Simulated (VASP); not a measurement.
# Na (Pm-3m) in VASP: a series of runs

The runs below take Na through single point, with PBE.

All numbers are computed with VASP 6.6.1; they aren't measurements. Logs are shortened: lines on timing, memory, paths and dates and some standing lists are left out, and cuts for length are marked.

## 1. The cell of the first run

It takes space group Pm-3m (No. 221, cubic). The conventional cell has a = 3.413 Å, b = 3.413 Å, c = 3.413 Å, α = 90.00°, β = 90.00°, γ = 90.00°. Na (site symmetry m-3m) has 6 Na at 3.41 Å within 4.5 Å.

## 2. Single point, PBE

File INCAR:

```
SYSTEM = Na
ALGO = Normal
EDIFF = 1E-6
ENCUT = 520
GGA = PE
ISIF = 2
ISMEAR = -1
LASPH = .TRUE.
LCHARG = .FALSE.
LREAL = .FALSE.
LWAVE = .FALSE.
NBANDS = 10
NELM = 100
PREC = Accurate
SIGMA = 0.06122561905347299
```

File KPOINTS:

```
k-points
0
G
  32 32 32
  0 0 0
```

File POSCAR:

```
Na
1.0
    3.4130639266      0.0000000000      0.0000000000
    0.0000000000      3.4130639266      0.0000000000
    0.0000000000      0.0000000000      3.4130639266
Na
1
Direct
    0.0000000000      0.0000000000      0.0000000000
```

Potentials or basis: VASP PAW PBE potentials, release 64 (Na_pv).

Launch:

```console
$ cat potpaw_PBE.64/Na_pv/POTCAR > POTCAR
$ mpirun -np 1 vasp_std > vasp.out
```

OUTCAR:

```text
SYSTEM = Na
   EDIFF = 1E-6
   ENCUT = 520
   GGA = PE
   ISIF = 2
   ISMEAR = -1
   LASPH = .TRUE.
   LREAL = .FALSE.
   NELM = 100
   PREC = Accurate

 ion  position               nearest neighbor table
   1  0.000  0.000  0.000-

  LATTYP: Found a simple cubic cell.
 ALAT       =     3.4130639266

  Lattice vectors:

 A1 = (   3.4130639266,   0.0000000000,   0.0000000000)
 A2 = (   0.0000000000,   3.4130639266,   0.0000000000)
 A3 = (   0.0000000000,   0.0000000000,   3.4130639266)

Analysis of symmetry for initial positions (statically):
=====================================================================
 Subroutine PRICEL returns:
 Original cell was already a primitive cell.

 Routine SETGRP: Setting up the symmetry group for a
 simple cubic supercell.

 Subroutine GETGRP returns: Found 48 space group operations
[... 9 lines left out ...]

 Routine SETGRP: Setting up the symmetry group for a
 simple cubic supercell.

 Subroutine GETGRP returns: Found 48 space group operations
[... 11 lines left out ...]
                                     Primitive cell

  volume of cell :      39.7588

  direct lattice vectors                    reciprocal lattice vectors
     3.413063927  0.000000000  0.000000000     0.292991875  0.000000000  0.000000000
     0.000000000  3.413063927  0.000000000     0.000000000  0.292991875  0.000000000
     0.000000000  0.000000000  3.413063927     0.000000000  0.000000000  0.292991875

  length of vectors
     3.413063927  3.413063927  3.413063927     0.292991875  0.292991875  0.292991875

  position of ions in fractional coordinates (direct lattice)
     0.000000000  0.000000000  0.000000000

  ion indices of the primitive-cell ions
   primitive index   ion index
                 1           1

----------------------------------------------------------------------------------------

 KPOINTS: k-points

Automatic generation of k-mesh.
 Grid dimensions read from file:
 generate k-points for:   32   32   32

 Generating k-lattice:

  Cartesian coordinates                     Fractional coordinates (reciprocal lattice)
     0.009155996  0.000000000  0.000000000     0.031250000  0.000000000  0.000000000
     0.000000000  0.009155996  0.000000000     0.000000000  0.031250000  0.000000000
     0.000000000  0.000000000  0.009155996     0.000000000  0.000000000  0.031250000

  Length of vectors
     0.009155996  0.009155996  0.009155996

  Shift w.r.t. Gamma in fractional coordinates (k-lattice)
     0.000000000  0.000000000  0.000000000

 Subroutine IBZKPT returns following result:
 ===========================================

 Found    969 irreducible k-points:

 Following reciprocal coordinates:
            Coordinates               Weight
  0.000000  0.000000  0.000000      1.000000
  0.031250  0.000000  0.000000      6.000000
  0.062500  0.000000  0.000000      6.000000
  0.093750  0.000000  0.000000      6.000000
  0.125000  0.000000  0.000000      6.000000
  0.156250  0.000000  0.000000      6.000000
[... 16 lines left out ...]
  0.187500  0.031250  0.000000     24.000000
  0.218750  0.031250  0.000000     24.000000
 [... further k-points ...]
   k-points           NKPTS =    969   k-points in BZ     NKDIM =    969   number of bands    NBANDS=     10
   number of dos      NEDOS =    301   number of ions     NIONS =      1
   total plane-waves  NPLWV =  21952
   dimension x,y,z NGX =    28 NGY =   28 NGZ =   28
   dimension x,y,z NGXF=    56 NGYF=   56 NGZF=   56
   ions per type =               1
   NGX,Y,Z   is equivalent  to a cutoff of  13.64, 13.64, 13.64 a.u.
   NGXF,Y,Z  is equivalent  to a cutoff of  27.28, 27.28, 27.28 a.u.
 SYSTEM =  Na
   PREC   = accura    normal or accurate (medium, high low for compatibility)
   ISTART =      0    job   : 0-new  1-cont  2-samecut
   ICHARG =      2    charge: 1-file 2-atom 10-const
   ISPIN  =      1    spin polarized calculation?
   LNONCOLLINEAR =      F non collinear calculations
   LSORBIT =      F    spin-orbit coupling
   LASPH  =      T    aspherical Exc in radial PAW
   ENCUT  =  520.0 eV  38.22 Ry    6.18 a.u.   6.35  6.35  6.35*2*pi/ulx,y,z
   NELM   =    100;   NELMIN=  2; NELMDL= -5     # of ELM steps
   EDIFF  = 0.1E-05   stopping-criterion for ELM
   LREAL  =      F    real-space projection
   EDIFFG = 0.1E-04   stopping-criterion for IOM
   NSW    =      0    number of steps for IOM
   IBRION =     -1    ionic relax: 0-MD 1-quasi-New 2-CG
   NFREE  =      0    steps in history (QN), initial steepest desc. (CG)
   ISIF   =      2    stress and relaxation
   ISYM   =      2    0-nonsym 1-usesym 2-fastsym
   POTIM  = 0.5000    time-step for ionic-motion
   TEBEG  =    0.0;   TEEND  =   0.0 temperature during run
   PSTRESS=    0.0 pullay stress
   NELECT =       7.0000    total number of electrons
   NUPDOWN=      -1.0000    fix difference up-down
   EMIN   =  10.00;   EMAX   =-10.00  energy-range for DOS
   EFERMI =   0.00;   METHOD = LEGACY
   ISMEAR =    -1;   SIGMA  =   0.06  broadening in eV -4-tet -1-fermi 0-gaus
   EFERMI_NEDOS =   21; number of points for ismear=-14 and -15
   IALGO  =     38    algorithm
   IMIX   =      4    mixing-type and parameters
     AMIX     =   0.40;   BMIX     =  1.00
     AMIX_MAG =   1.60;   BMIX_MAG =  1.00
  volume/ion in A,a.u.               =      39.76       268.31
  Fermi-wavevector in a.u.,A,eV,Ry     =   0.917550  1.733918 11.454719  0.841898
  Thomas-Fermi vector in A             =   2.042532
   LORBIT       =      0    0 simple, 1 ext, 2 COOP (PROOUT), +10 PAW based schemes
   GGA     = PE    functional components
   LHFCALC =     F    Hartree Fock is set to
   AEXX    =    0.0000 exact exchange contribution
   IVDW    =     0    specifies the selected vdW correction
   LEPSILON=     F    determine dielectric tensor
   LRPA    =     F    only Hartree local field effects (RPA)
 non-spin polarized calculation
  energy-cutoff  :      520.00
  volume of cell :       39.76
 maximum number of plane-waves:      1108
 NGX is ok and might be reduce to    28
   NGX = 13   NGY = 13   NGZ = 13

 number of electron       7.0000015 magnetization

 Free energy of the ion-electron system (eV)
  ---------------------------------------------------
  ext. energy  EPLUGINS =         0.00000000
  ---------------------------------------------------
  free energy    TOTEN  =        -1.19585355 eV

  energy without entropy =       -1.18980671  energy(sigma->0) =       -1.19283013

 E-fermi :   0.1563     XC(G=0):  -6.3130

 val. band max:        0.1550912976   @ k =   0.4375   0.1875   0.1250
 cond. band min:       0.1565234815   @ k =   0.3750   0.3125   0.0625
 fundamental gap:      0.0014321838
 Fermi energy:         0.1563280096

 k-point     1 :       0.0000    0.0000    0.0000
  band No.  band energies     occupation
      1     -24.9676      2.00000
      2     -24.9676      2.00000
      3     -24.9676      2.00000
      4      -2.9896      2.00000
      5       8.3571      0.00000
      6       8.3571      0.00000
      7       9.6298      0.00000
      8       9.6298      0.00000
      9       9.6298      0.00000
     10      12.4632      0.00000

 k-point     2 :       0.0313    0.0000    0.0000
  band No.  band energies     occupation
      1     -24.9680      2.00000
      2     -24.9675      2.00000
      3     -24.9675      2.00000
      4      -2.9766      2.00000
      5       8.1204      0.00000
      6       8.3690      0.00000
      7       9.6403      0.00000
      8       9.6403      0.00000
      9       9.8167      0.00000
     10      12.5448      0.00000

 k-point     3 :       0.0625    0.0000    0.0000
  band No.  band energies     occupation
      1     -24.9694      2.00000
      2     -24.9674      2.00000
      3     -24.9674      2.00000
      4      -2.9375      2.00000
      5       7.6245      0.00000
      6       8.4047      0.00000
      7       9.6718      0.00000
      8       9.6718      0.00000
      9      10.1616      0.00000
     10      12.7908      0.00000

 k-point     4 :       0.0938    0.0000    0.0000
  band No.  band energies     occupation
      1     -24.9715      2.00000
      2     -24.9672      2.00000
      3     -24.9672      2.00000
      4      -2.8724      2.00000
      5       7.0508      0.00000
      6       8.4641      0.00000
      7       9.7243      0.00000
      8       9.7243      0.00000
      9      10.4876      0.00000
     10      13.1959      0.00000

 k-point     5 :       0.1250    0.0000    0.0000
  band No.  band energies     occupation
      1     -24.9744      2.00000
      2     -24.9670      2.00000
      3     -24.9670      2.00000
      4      -2.7815      2.00000
      5       6.4543      0.00000
      6       8.5469      0.00000
      7       9.7978      0.00000
      8       9.7978      0.00000
      9      10.7625      0.00000
     10      13.7358      0.00000

 k-point     6 :       0.1563    0.0000    0.0000
  band No.  band energies     occupation
      1     -24.9780      2.00000
      2     -24.9667      2.00000
      3     -24.9667      2.00000
      4      -2.6647      2.00000
      5       5.8547      0.00000
      6       8.6530      0.00000
      7       9.8923      0.00000
      8       9.8923      0.00000
      9      10.9996      0.00000
     10      14.3749      0.00000
[... 183 lines left out ...]
 k-point    21 :       0.1250    0.0313    0.0000
  band No.  band energies     occupation
      1     -24.9744      2.00000
      2     -24.9674      2.00000
      3     -24.9670      2.00000
      4      -2.7685      2.00000
      5       6.4605      0.00000
      6       8.3583      0.00000
      7       9.8083      0.00000
      8       9.8117      0.00000
      9      10.9527      0.00000
     10      13.7668      0.00000

 k-point    22 :       0.1563    0.0313    0.0000
  band No.  band energies     occupation
      1     -24.9779      2.00000
      2     -24.9671      2.00000
      3     -24.9667      2.00000
      4      -2.6518      2.00000
      5       5.8635      0.00000
      6       8.4626      0.00000
      7       9.9029      0.00000
      8       9.9095      0.00000
      9      11.1940      0.00000
     10      14.3966      0.00000

 k-point    23 :       0.1875    0.0313    0.0000
  band No.  band energies     occupation
      1     -24.9820      2.00000
      2     -24.9668      2.00000
      3     -24.9663      2.00000
      4      -2.5095      2.00000
      5       5.2714      0.00000
      6       8.5900      0.00000
      7      10.0184      0.00000
      8      10.0286      0.00000
      9      11.4133      0.00000
     10      15.0952      0.00000

 k-point    24 :       0.2188    0.0313    0.0000
  band No.  band energies     occupation
      1     -24.9863      2.00000
      2     -24.9664      2.00000
      3     -24.9660      2.00000
      4      -2.3417      2.00000
      5       4.6902      0.00000
      6       8.7400      0.00000
      7      10.1549      0.00000
      8      10.1685      0.00000
      9      11.6260      0.00000
     10      15.8138      0.00000

 [... further k-points ...]

------------------------ aborting loop because EDIFF is reached ----------------------------------------

  FORCE on cell =-STRESS in cart. coord.  units (eV):
  Direction    XX          YY          ZZ          XY          YZ          ZX
  --------------------------------------------------------------------------------------
  -------------------------------------------------------------------------------------
  Total       -0.0029541     -0.0029541     -0.0029541      0.0000000     -0.0000000      0.0000000
  in kB       -0.1190422     -0.1190422     -0.1190422      0.0000000     -0.0000000      0.0000000
  external PRESSURE =      -0.1190422 kB  Pullay stress =       0.0000000 kB

 VOLUME and BASIS-vectors are now :
 -----------------------------------------------------------------------------
  energy-cutoff  :      520.00
  volume of cell :       39.76
      direct lattice vectors                 reciprocal lattice vectors
     3.413063927  0.000000000  0.000000000     0.292991875  0.000000000  0.000000000
     0.000000000  3.413063927  0.000000000     0.000000000  0.292991875  0.000000000
     0.000000000  0.000000000  3.413063927     0.000000000  0.000000000  0.292991875

 POSITION                                       TOTAL-FORCE (eV/Angst)
 -----------------------------------------------------------------------------------
      0.00000      0.00000      0.00000         0.000000      0.000000      0.000000
 -----------------------------------------------------------------------------------
    total drift:                               -0.000000      0.000000     -0.000000

  FREE ENERGIE OF THE ION-ELECTRON SYSTEM (eV)
  ---------------------------------------------------
  free  energy   TOTEN  =        -1.1958535548 eV

  energy  without entropy=       -1.1898067053  energy(sigma->0) =       -1.19283013
```

Run time: 6.5 min. Hardware: 1 thread of Oxide Virtual Turin-like, shared host; peak memory 0.37 GiB.

What came out:

```yaml
Free_energy: -1.1959 eV
Pressure: 0.0 GPa
```

Levels at points of the mesh, in eV from the Fermi level:
| k point | band 1 | band 2 | band 3 | band 4 | band 5 | band 6 | band 7 |
| --- | --- | --- | --- | --- | --- | --- | --- |
| (0.00, 0.00, 0.00) | -25.12 | -25.12 | -25.12 | -3.15 | 8.20 | 8.20 | 9.47 |
| (0.50, 0.00, 0.00) | -25.17 | -25.12 | -25.12 | 0.03 | 0.17 | 10.47 | 11.86 |
| (0.50, 0.50, 0.00) | -25.16 | -25.16 | -25.12 | 2.96 | 2.96 | 3.17 | 3.95 |
| (0.50, 0.50, 0.50) | -25.16 | -25.16 | -25.16 | 5.82 | 5.82 | 5.82 | 5.92 |

## 3. Single point, PBE

This run uses another cell than the first one, of 40.55 Å³/atom, 1.020 times its volume.

File INCAR:

```
SYSTEM = Na
PREC     = Accurate       ! precision mode
ENCUT    = 520            ! plane-wave cutoff, eV
EDIFF    = 1E-6           ! SCF threshold, eV
ISMEAR   = -1             ! smearing method
SIGMA    = 0.06122561905347299 ! smearing width, eV
LREAL    = .FALSE.        ! projectors in reciprocal space
LASPH    = .TRUE.         ! aspherical terms in the spheres
NELM     = 100            ! most SCF steps
ALGO     = Normal         ! electronic algorithm
ISIF     = 2              ! what is computed and relaxed
LWAVE    = .FALSE.        ! write WAVECAR
LCHARG   = .FALSE.        ! write CHGCAR
GGA      = PE             ! functional
NBANDS   = 10             ! bands
```

File KPOINTS:

```
Automatic mesh
0
G
  32 32 32
  0 0 0
```

File POSCAR:

```
Na
1.0
    3.4356676577      0.0000000000      0.0000000000
    0.0000000000      3.4356676577      0.0000000000
    0.0000000000      0.0000000000      3.4356676577
Na
1
Direct
    0.0000000000      0.0000000000      0.0000000000
```

Potentials or basis: VASP PAW PBE potentials, release 64 (Na_pv).

Launch:

```console
$ cat potpaw_PBE.64/Na_pv/POTCAR > POTCAR
$ mpirun -np 1 vasp_std > vasp.out
```

Wall time 8 min (1 thread of Oxide Virtual Turin-like, shared host); peak memory 0.37 GiB.

The run converged. Its results:

```
Free energy : -1.1955 eV
Pressure    : -0.1 GPa
```

Levels at points of the mesh, in eV from the Fermi level:
| k point | band 1 | band 2 | band 3 | band 4 | band 5 | band 6 | band 7 | band 8 |
| --- | --- | --- | --- | --- | --- | --- | --- | --- |
| (0.00, 0.00, 0.00) | -25.13 | -25.13 | -25.13 | -3.11 | 8.12 | 8.12 | 9.35 | 9.35 |
| (0.50, 0.00, 0.00) | -25.18 | -25.13 | -25.13 | 0.04 | 0.16 | 10.36 | 11.73 | 11.73 |
| (0.50, 0.50, 0.00) | -25.17 | -25.17 | -25.13 | 2.92 | 2.92 | 3.16 | 3.87 | 14.01 |
| (0.50, 0.50, 0.50) | -25.17 | -25.17 | -25.17 | 5.77 | 5.77 | 5.77 | 5.83 | 5.83 |

## 4. Single point, PBE

This run uses another cell than the first one, of 41.35 Å³/atom, 1.040 times its volume.

File INCAR:

```
SYSTEM = Na
PREC = Accurate ; ENCUT = 520
EDIFF = 1E-7 ; ISMEAR = -1
SIGMA = 0.06122561905347299 ; LREAL = .FALSE.
LASPH = .TRUE. ; NELM = 80
ALGO = Normal ; ISIF = 2
LWAVE = .FALSE. ; LCHARG = .FALSE.
GGA = PE ; NBANDS = 10
```

KPOINTS is that of step 3.

File POSCAR:

```
Na
1.0
    3.4579778131      0.0000000000      0.0000000000
    0.0000000000      3.4579778131      0.0000000000
    0.0000000000      0.0000000000      3.4579778131
Na
1
Direct
    0.0000000000      0.0000000000      0.0000000000
```

Launch:

```console
$ cat potpaw_PBE.64/Na_pv/POTCAR > POTCAR
$ mpirun -np 1 vasp_std > vasp.out
```

Wall time 7.7 min (1 thread of Oxide Virtual Turin-like, shared host); peak memory 0.38 GiB.

The run converged. Its results:

- Free energy: -1.1947 eV
- Pressure: -0.2 GPa

Levels at points of the mesh, in eV from the Fermi level:
```csv
k point,band 1,band 2,band 3,band 4,band 5,band 6,band 7
"(0.00, 0.00, 0.00)",-25.15,-25.15,-25.15,-3.07,8.04,8.04,9.22
"(0.50, 0.00, 0.00)",-25.19,-25.14,-25.14,0.05,0.14,10.25,11.61
"(0.50, 0.50, 0.00)",-25.18,-25.18,-25.14,2.88,2.88,3.15,3.79
"(0.50, 0.50, 0.50)",-25.18,-25.18,-25.18,5.73,5.73,5.73,5.74
```

## 5. The runs side by side

```csv
cell,gap on the mesh (eV),pressure (GPa)
"a = 3.413 Å, 1 atom",none,0.0
"a = 3.436 Å, 1 atom",none,-0.1
"a = 3.458 Å, 1 atom",none,-0.2
```

Alike in all rows: task single point; level PBE; potentials or basis VASP PAW PBE potentials, release 64 (Na_pv); no spin polarisation; k mesh 32 × 32 × 32; cutoff (eV) 520; smearing fermi-dirac 0.0612256 eV.

Total energies depend on the potentials used, so only differences within one code and one set of settings carry meaning.
